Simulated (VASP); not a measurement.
A run of VASP 6.6.1 is set up as follows.

Contents of INCAR:

```
PREC = Accurate ; ENCUT = 600
EDIFF = 1E-6 ; ISMEAR = -1
SIGMA = 0.05 ; LREAL = False
LASPH = True ; NELM = 150
ALGO = Normal ; ISIF = 3
LWAVE = False ; LCHARG = False
ISPIN = 2 ; MAGMOM = 1 1 1 0
LORBIT = 11 ; LMAXMIX = 4
GGA = RP ; IVDW = 12
IBRION = 2 ; NSW = 80
EDIFFG = -0.02
```

File KPOINTS:

```
regular mesh
0
Gamma
  6 6 6
```

File POSCAR:

```
AlNi3
1.0
    3.5230547267      0.0000000000      0.0000000000
    0.0000000000      3.5230547267      0.0000000000
    0.0000000000      0.0000000000      3.5230547267
Ni Al
3 1
Direct
    0.5000000000      0.5000000000      0.0000000000
    0.5000000000      0.0000000000      0.5000000000
    0.0000000000      0.5000000000      0.5000000000
    0.0000000000      0.0000000000      0.0000000000
```

Potentials or basis: VASP PAW PBE potentials, release 64 (Ni, Al).

Launch:

```sh
$ cat potpaw_PBE.64/Ni/POTCAR potpaw_PBE.64/Al/POTCAR > POTCAR
$ mpirun -np 1 vasp_std > vasp.out
```

Question: Estimate the site moments.

Answer: Ni -0.22; Al +0.01 μB.

Question: What does it give for the dispersion energy per atom?

Answer: -2.637 eV.

Question: Estimate the space group after relaxing (to 0.1 Å).

Answer: Pm-3m (No. 221).

Question: Predict the relaxed cell.

Answer: a = 3.403 Å, b = 3.403 Å, c = 3.403 Å, α = 90.00°, β = 90.00°, γ = 90.00°.

Final structure:
```xyz
4
Lattice="3.4031 0.0000 0.0000 0.0000 3.4031 0.0000 0.0000 0.0000 3.4031" Properties=species:S:1:pos:R:3 pbc="T T T"
Ni    1.7015    1.7015    0.0000
Ni    1.7015    0.0000    1.7015
Ni    0.0000    1.7015    1.7015
Al    0.0000    0.0000    0.0000
```
